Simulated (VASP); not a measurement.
# BiSe4 (I4/m) in VASP: single point with PBE

Aim: the single point of BiSe4 with PBE.

All numbers are computed with VASP 6.6.1; they aren't measurements. Logs are shortened: lines on timing, memory, paths and dates and some standing lists are left out, and cuts for length are marked.

### Step 1. The cell of the first run

Symmetry: I4/m, No. 87, tetragonal system. Conventional cell: a = 8.918 Å, b = 8.918 Å, c = 4.268 Å, α = 90.00°, β = 90.00°, γ = 90.00°. Bi (site symmetry 4/m) has 12 Se at 2.98 to 4.04 Å within 4.1 Å. Within 3.3 Å of Se (site symmetry m) lie 2 Se at 2.47 Å and 1 Bi at 2.98 Å.

The cell was generated, and may not be a known phase.

### Step 2. Single point, PBE

INCAR reads:

```
SYSTEM = BiSe4
PREC = Accurate
ENCUT = 520
EDIFF = 1E-6
ISMEAR = 0
SIGMA = 0.1
LREAL = .False.
LASPH = .True.
NELM = 100
ALGO = Normal
ISIF = 2
LWAVE = .False.
LCHARG = .False.
GGA = PE
NBANDS = 28
```

KPOINTS reads:

```
Automatic mesh
0
Gamma
  10 10 10
  0 0 0
```

POSCAR reads:

```
BiSe4
1.0
   -4.4588988461      4.4588988461      2.1342036187
    4.4588988461     -4.4588988461      2.1342036187
    4.4588988461      4.4588988461     -2.1342036187
Bi Se
1 4
Direct
    0.0000000000      0.0000000000      0.0000000000
    0.7216886278      0.1859505957      0.9076392235
    0.8140494043      0.7216886278      0.5357380320
    0.2783113722      0.8140494043      0.0923607765
    0.1859505957      0.2783113722      0.4642619680
```

Potentials or basis: VASP PAW PBE potentials, release 64 (Bi_d, Se).

The run is started by

```
> cat potpaw_PBE.64/Bi_d/POTCAR potpaw_PBE.64/Se/POTCAR > POTCAR
> mpirun -np 1 vasp_std > vasp.out
```

OUTCAR:

```text
SYSTEM = BiSe4
   PREC = Accurate
   ENCUT = 520
   EDIFF = 1E-6
   ISMEAR = 0
   LREAL = .False.
   LASPH = .True.
   NELM = 100
   ISIF = 2
   GGA = PE

 ion  position               nearest neighbor table
   1  0.000  0.000  0.000-   2 2.98   4 2.98   3 2.98   5 2.98
   2  0.722  0.186  0.908-   4 2.47   4 2.47   1 2.98
   3  0.814  0.722  0.536-   5 2.47   5 2.47   1 2.98
   4  0.278  0.814  0.092-   2 2.47   2 2.47   1 2.98
   5  0.186  0.278  0.464-   3 2.47   3 2.47   1 2.98

  LATTYP: Found a body centered tetragonal cell.
 ALAT       =     8.9177976922
 C/A-ratio  =     0.4786391646

  Lattice vectors:

 A1 = (  -4.4588988461,   4.4588988461,   2.1342036187)
 A2 = (   4.4588988461,  -4.4588988461,   2.1342036187)
 A3 = (   4.4588988461,   4.4588988461,  -2.1342036187)

Analysis of symmetry for initial positions (statically):
=====================================================================
 Subroutine PRICEL returns:
 Original cell was already a primitive cell.

 Routine SETGRP: Setting up the symmetry group for a
 body centered tetragonal supercell.

 Subroutine GETGRP returns: Found  8 space group operations
 (whereof  8 operations were pure point group operations)
 out of a pool of 16 trial point group operations.

The static configuration has the point symmetry C_4h.

Analysis of symmetry for dynamics (positions and initial velocities):
=====================================================================
 Subroutine PRICEL returns:
 Original cell was already a primitive cell.

 Routine SETGRP: Setting up the symmetry group for a
 body centered tetragonal supercell.

 Subroutine GETGRP returns: Found  8 space group operations
 (whereof  8 operations were pure point group operations)
 out of a pool of 16 trial point group operations.

The dynamic configuration has the point symmetry C_4h.

 Subroutine INISYM returns: Found  8 space group operations
 (whereof  8 operations are pure point group operations),
 and found     1 'primitive' translations

----------------------------------------------------------------------------------------

                                     Primitive cell

  volume of cell :     169.7271

  direct lattice vectors                    reciprocal lattice vectors
    -4.458898846  4.458898846  2.134203619     0.000000000  0.112135309  0.234279427
     4.458898846 -4.458898846  2.134203619     0.112135309  0.000000000  0.234279427
     4.458898846  4.458898846 -2.134203619     0.112135309  0.112135309  0.000000000

  length of vectors
     6.657205339  6.657205339  6.657205339     0.259732896  0.259732896  0.158583275

  position of ions in fractional coordinates (direct lattice)
     0.000000000  0.000000000  0.000000000
     0.721688628  0.185950596  0.907639223
     0.814049404  0.721688628  0.535738032
     0.278311372  0.814049404  0.092360777
     0.185950596  0.278311372  0.464261968

  ion indices of the primitive-cell ions
   primitive index   ion index
                 1           1
                 2           2
                 3           3
                 4           4
                 5           5

----------------------------------------------------------------------------------------

 KPOINTS: Automatic mesh

Automatic generation of k-mesh.
 Grid dimensions read from file:
 generate k-points for:   10   10   10

 Generating k-lattice:

  Cartesian coordinates                     Fractional coordinates (reciprocal lattice)
     0.000000000  0.011213531  0.023427943     0.100000000  0.000000000  0.000000000
     0.011213531  0.000000000  0.023427943     0.000000000  0.100000000  0.000000000
     0.011213531  0.011213531  0.000000000     0.000000000  0.000000000  0.100000000

  Length of vectors
     0.025973290  0.025973290  0.015858327

  Shift w.r.t. Gamma in fractional coordinates (k-lattice)
     0.000000000  0.000000000  0.000000000

 Subroutine IBZKPT returns following result:
 ===========================================

 Found    144 irreducible k-points:

 Following reciprocal coordinates:
            Coordinates               Weight
  0.000000  0.000000  0.000000      1.000000
  0.100000  0.000000  0.000000      8.000000
  0.200000  0.000000  0.000000      8.000000
  0.300000 -0.000000  0.000000      8.000000
  0.400000  0.000000 -0.000000      8.000000
  0.500000  0.000000 -0.000000      4.000000
[... 16 lines left out ...]
  0.200000  0.200000  0.000000      8.000000
  0.300000  0.200000  0.000000      8.000000
 [... further k-points ...]
   k-points           NKPTS =    144   k-points in BZ     NKDIM =    144   number of bands    NBANDS=     28
   number of dos      NEDOS =    301   number of ions     NIONS =      5
   total plane-waves  NPLWV = 125000
   dimension x,y,z NGX =    50 NGY =   50 NGZ =   50
   dimension x,y,z NGXF=   100 NGYF=  100 NGZF=  100
   ions per type =               1   4
   NGX,Y,Z   is equivalent  to a cutoff of  12.49, 12.49, 12.49 a.u.
   NGXF,Y,Z  is equivalent  to a cutoff of  24.97, 24.97, 24.97 a.u.
 SYSTEM =  BiSe4
   PREC   = accura    normal or accurate (medium, high low for compatibility)
   ISTART =      0    job   : 0-new  1-cont  2-samecut
   ICHARG =      2    charge: 1-file 2-atom 10-const
   ISPIN  =      1    spin polarized calculation?
   LNONCOLLINEAR =      F non collinear calculations
   LSORBIT =      F    spin-orbit coupling
   LASPH  =      T    aspherical Exc in radial PAW
   ENCUT  =  520.0 eV  38.22 Ry    6.18 a.u.  12.38 12.38 12.38*2*pi/ulx,y,z
   NELM   =    100;   NELMIN=  2; NELMDL= -5     # of ELM steps
   EDIFF  = 0.1E-05   stopping-criterion for ELM
   LREAL  =      F    real-space projection
   EDIFFG = 0.1E-04   stopping-criterion for IOM
   NSW    =      0    number of steps for IOM
   IBRION =     -1    ionic relax: 0-MD 1-quasi-New 2-CG
   NFREE  =      0    steps in history (QN), initial steepest desc. (CG)
   ISIF   =      2    stress and relaxation
   ISYM   =      2    0-nonsym 1-usesym 2-fastsym
   POTIM  = 0.5000    time-step for ionic-motion
   TEBEG  =    0.0;   TEEND  =   0.0 temperature during run
   PSTRESS=    0.0 pullay stress
   NELECT =      39.0000    total number of electrons
   NUPDOWN=      -1.0000    fix difference up-down
   EMIN   =  10.00;   EMAX   =-10.00  energy-range for DOS
   EFERMI =   0.00;   METHOD = LEGACY
   ISMEAR =     0;   SIGMA  =   0.10  broadening in eV -4-tet -1-fermi 0-gaus
   EFERMI_NEDOS =   21; number of points for ismear=-14 and -15
   IALGO  =     38    algorithm
   IMIX   =      4    mixing-type and parameters
     AMIX     =   0.40;   BMIX     =  1.00
     AMIX_MAG =   1.60;   BMIX_MAG =  1.00
  volume/ion in A,a.u.               =      33.95       229.07
  Fermi-wavevector in a.u.,A,eV,Ry     =   1.002719  1.894865 13.679921  1.005446
  Thomas-Fermi vector in A             =   2.135225
   LORBIT       =      0    0 simple, 1 ext, 2 COOP (PROOUT), +10 PAW based schemes
   GGA     = PE    functional components
   LHFCALC =     F    Hartree Fock is set to
   AEXX    =    0.0000 exact exchange contribution
   IVDW    =     0    specifies the selected vdW correction
   LEPSILON=     F    determine dielectric tensor
   LRPA    =     F    only Hartree local field effects (RPA)
 non-spin polarized calculation
 Gauss-broadening in eV      SIGMA  =   0.10
  energy-cutoff  :      520.00
  volume of cell :      169.73
 maximum number of plane-waves:      4604
 NGX is ok and might be reduce to    50
   NGX = 25   NGY = 25   NGZ = 25

 number of electron      39.0000010 magnetization

 Free energy of the ion-electron system (eV)
  ---------------------------------------------------
  ext. energy  EPLUGINS =         0.00000000
  ---------------------------------------------------
  free energy    TOTEN  =       -17.58710388 eV

  energy without entropy =      -17.58072242  energy(sigma->0) =      -17.58391315

 E-fermi :   2.4984     XC(G=0):  -8.1768

 val. band max:        2.4887812072   @ k =  -0.4000   0.2000  -0.1000
 cond. band min:       2.5187855900   @ k =  -0.1000   0.1000   0.1000
 fundamental gap:      0.0300043828
 Fermi energy:         2.4983790140

 k-point     1 :       0.0000    0.0000    0.0000
  band No.  band energies     occupation
      1     -20.5683      2.00000
      2     -20.5579      2.00000
      3     -20.4858      2.00000
      4     -20.4858      2.00000
      5     -20.4684      2.00000
      6     -12.7725      2.00000
[... 20 lines left out ...]
     27       8.3296      0.00000
     28       8.3316      0.00000

 k-point     2 :       0.1000    0.0000    0.0000
  band No.  band energies     occupation
      1     -20.5682      2.00000
      2     -20.5579      2.00000
      3     -20.4862      2.00000
      4     -20.4861      2.00000
      5     -20.4669      2.00000
      6     -12.6994      2.00000
[... 20 lines left out ...]
     27       8.3261      0.00000
     28       8.7835      0.00000

 k-point     3 :       0.2000    0.0000    0.0000
  band No.  band energies     occupation
      1     -20.5678      2.00000
      2     -20.5578      2.00000
      3     -20.4872      2.00000
      4     -20.4871      2.00000
      5     -20.4631      2.00000
      6     -12.4821      2.00000
[... 20 lines left out ...]
     27       8.5864      0.00000
     28       9.3243      0.00000

 k-point     4 :       0.3000   -0.0000    0.0000
  band No.  band energies     occupation
      1     -20.5674      2.00000
      2     -20.5577      2.00000
      3     -20.4884      2.00000
      4     -20.4884      2.00000
      5     -20.4584      2.00000
      6     -12.1270      2.00000
[... 578 lines left out ...]
     27       8.3401      0.00000
     28       8.4369      0.00000

 k-point    23 :       0.2000    0.2000    0.0000
  band No.  band energies     occupation
      1     -20.5671      2.00000
      2     -20.5576      2.00000
      3     -20.4894      2.00000
      4     -20.4894      2.00000
      5     -20.4546      2.00000
      6     -11.6850      2.00000
[... 20 lines left out ...]
     27       8.3648      0.00000
     28       8.8635      0.00000

 k-point    24 :       0.3000    0.2000    0.0000
  band No.  band energies     occupation
      1     -20.5669      2.00000
      2     -20.5575      2.00000
      3     -20.4897      2.00000
      4     -20.4897      2.00000
      5     -20.4531      2.00000
      6     -11.1621      2.00000
[... 20 lines left out ...]
     27       8.3498      0.00000
     28       8.7510      0.00000

 [... further k-points ...]
[... 5 lines left out ...]
  --------------------------------------------------------------------------------------
  -------------------------------------------------------------------------------------
  Total        0.0127921      0.0127921      0.0706475     -0.0000001      0.0000000     -0.0000000
  in kB        0.1207537      0.1207537      0.6668933     -0.0000012      0.0000000     -0.0000000
  external PRESSURE =       0.3028002 kB  Pullay stress =       0.0000000 kB

 VOLUME and BASIS-vectors are now :
 -----------------------------------------------------------------------------
  energy-cutoff  :      520.00
  volume of cell :      169.73
      direct lattice vectors                 reciprocal lattice vectors
    -4.458898846  4.458898846  2.134203619     0.000000000  0.112135309  0.234279427
     4.458898846 -4.458898846  2.134203619     0.112135309  0.000000000  0.234279427
     4.458898846  4.458898846 -2.134203619     0.112135309  0.112135309  0.000000000

 POSITION                                       TOTAL-FORCE (eV/Angst)
 -----------------------------------------------------------------------------------
      0.00000      0.00000      0.00000         0.000000      0.000000     -0.000000
      1.65827      6.43587      0.00000        -0.008613     -0.005259     -0.000000
      1.97697      2.80063      2.13420        -0.005259      0.008613      0.000000
      2.80063     -1.97697      2.13420         0.008613      0.005259     -0.000000
      2.48192      1.65827     -0.00000         0.005259     -0.008613      0.000000
 -----------------------------------------------------------------------------------
    total drift:                                0.000000      0.000000     -0.000000

  FREE ENERGIE OF THE ION-ELECTRON SYSTEM (eV)
  ---------------------------------------------------
  free  energy   TOTEN  =       -17.5871038820 eV

  energy  without entropy=      -17.5807224225  energy(sigma->0) =      -17.58391315
```

Wall time 5.7 min (1 thread of Intel Xeon 6975P-C (Granite Rapids), shared host); peak memory 0.77 GiB.

Results:

```
Free energy            : -17.5871 eV
Pressure               : 0.0 GPa
Largest force          : 0.010 eV/Å
Band gap on the k mesh : zero (an odd number of electrons rules out a gap without spin polarisation)
```

Forces on the atoms (eV/Å):
```
Bi   0.000  0.000  0.000
Se  -0.009 -0.005  0.000
Se  -0.005  0.009  0.000
Se   0.009  0.005  0.000
Se   0.005 -0.009  0.000
```

Caveat: spin-orbit coupling is left out, which moves the levels of the heavy elements.

The gap in the log of VASP goes by the Fermi energy; the results here count the filled bands.